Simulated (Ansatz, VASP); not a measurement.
**Two plane-wave programs on ZnS**

INCAR

```
PREC     = Accurate       # precision mode
ENCUT    = 500            # plane-wave cutoff, eV
EDIFF    = 1E-6           # SCF threshold, eV
ISMEAR   = 0              # smearing method
SIGMA    = 0.05           # smearing width, eV
LREAL    = F              # projectors in reciprocal space
LASPH    = T              # aspherical terms in the spheres
NELM     = 120            # most SCF steps
ALGO     = Normal         # electronic algorithm
ISIF     = 2              # what is computed and relaxed
LWAVE    = F              # write WAVECAR
LCHARG   = T              # write CHGCAR
GGA      = PS             # functional
LELF     = T              # ELF
LVHAR    = T            
NBANDS   = 16             # bands
GGA_COMPAT= F
```

The input KPOINTS:

```
regular mesh
0
Gamma
  10 10 10
```

File POSCAR:

```
ZnS
1.0
    0.0000000000      2.6781770825      2.6781770825
    2.6781770825      0.0000000000      2.6781770825
    2.6781770825      2.6781770825      0.0000000000
Zn S
1 1
Direct
    0.0000000000      0.0000000000      0.0000000000
    0.7500000000      0.7500000000      0.7500000000
```

Input for Ansatz:

```yaml
crystal:
  lattice:
    - [0.0, 2.6781770825, 2.6781770825]
    - [2.6781770825, 0.0, 2.6781770825]
    - [2.6781770825, 2.6781770825, 0.0]
  atoms:
    - { symbol: Zn, position: [0.0, 0.0, 0.0] }
    - { symbol: S, position: [0.75, 0.75, 0.75] }
basis:
  ecutwfc: 420
  ecutrho_ratio: 4
kpoints:
  mp_grid: { grid: [10, 10, 10] }
hamiltonian:
  xc: pbesol
scf:
  occupations: { method: gaussian, width: 0.05 }
output:
  forces: true
  stress: true
  eigenvalues: true
```

Alike in both runs: task single point; functional PBEsol; k mesh 10 × 10 × 10; occupations gaussian, width 0.05 eV; no spin polarisation.

```csv
,VASP,Ansatz
version,VASP 6.6.1,Ansatz 0.2.0
potentials or method,"VASP PAW PBE potentials, release 64 (Zn, S), cutoff 500 eV","scalar-relativistic, plane waves, PAW"
valence electrons in the cell,18,18
```

Ansatz gave:

```
gap on the k mesh at the Fermi level (eV) : 2.09
least direct gap on the mesh (eV)         : 2.09
pressure (GPa)                            : 0.0
```

Problem. Which values does VASP return?

Solution. gap on the k mesh at the Fermi level (eV): 2.09; least direct gap on the mesh (eV): 2.09; pressure (GPa): 0.2.

VASP's potentials were made for PBE, not for PBEsol. With one functional, cell and mesh, what is left measures potentials, basis and numerics.
